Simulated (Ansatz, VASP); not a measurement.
## One calculation of Ni, two programs

File INCAR:

```
SYSTEM = Ni
ALGO = Normal
EDIFF = 1E-6
ENCUT = 520
GGA = PE
ISIF = 2
ISMEAR = -1
ISPIN = 2
LASPH = .TRUE.
LCHARG = .FALSE.
LMAXMIX = 4
LORBIT = 11
LREAL = .FALSE.
LWAVE = .FALSE.
MAGMOM = 0.672
NBANDS = 15
NELM = 150
PREC = Accurate
SIGMA = 0.2
```

Contents of KPOINTS:

```
k-points
0
G
  15 15 15
  0 0 0
```

File POSCAR:

```
Ni
1.0
    0.0000000000      1.7596893266      1.7596893266
    1.7596893266      0.0000000000      1.7596893266
    1.7596893266      1.7596893266      0.0000000000
Ni
1
Direct
    0.0000000000      0.0000000000      0.0000000000
```

Input for Ansatz:

```yaml
crystal:
  lattice:
    - [0.0, 1.7596893266, 1.7596893266]
    - [1.7596893266, 0.0, 1.7596893266]
    - [1.7596893266, 1.7596893266, 0.0]
  atoms:
    - { symbol: Ni, position: [0.0, 0.0, 0.0], spin: 0.672 }
hamiltonian:
  xc: pbe
  pseudopotentials:
    kind: paw
    azcp:
      Ni: "pseudopotentials/Ni.paw.azcp"
basis:
  ecutwfc: 420
  fft_grid_basis: typed
kpoints:
  mp_grid: { grid: [15, 15, 15], shift: [0, 0, 0] }
magnetization:
  spin_polarized: true
scf:
  occupations: { method: fermi_dirac, width: 0.2 }
  lower_state_search: "off"
output:
  stress: true
```

Alike in both runs: task single point; functional PBE; k mesh 15 × 15 × 15; occupations fermi-dirac, width 0.2 eV; collinear spin.

```csv
,VASP,Ansatz
version,VASP 6.6.1,Ansatz 0.2.0
potentials or method,"VASP PAW PBE potentials, release 64 (Ni), cutoff 520 eV","plane waves (420 eV) with PAW, scalar-relativistic"
valence electrons in the cell,10,18
```

Ansatz gave:

* pressure (GPa): 1.0
* net moment per atom (μB): 0.50
* size of the moment on the site where the two differ most (μB): 0.53

**Question.** What did VASP give for the same quantities?

**Answer.** Pressure (GPa): 0.9; net moment per atom (μB): 0.48; size of the moment on the site where the two differ most (μB): 0.48.

Site moments also hang on the region over which each program counts them. VASP's potentials hold 10 valence electrons a cell and Ansatz's 18, so a difference there can come from the potentials and not from the codes.
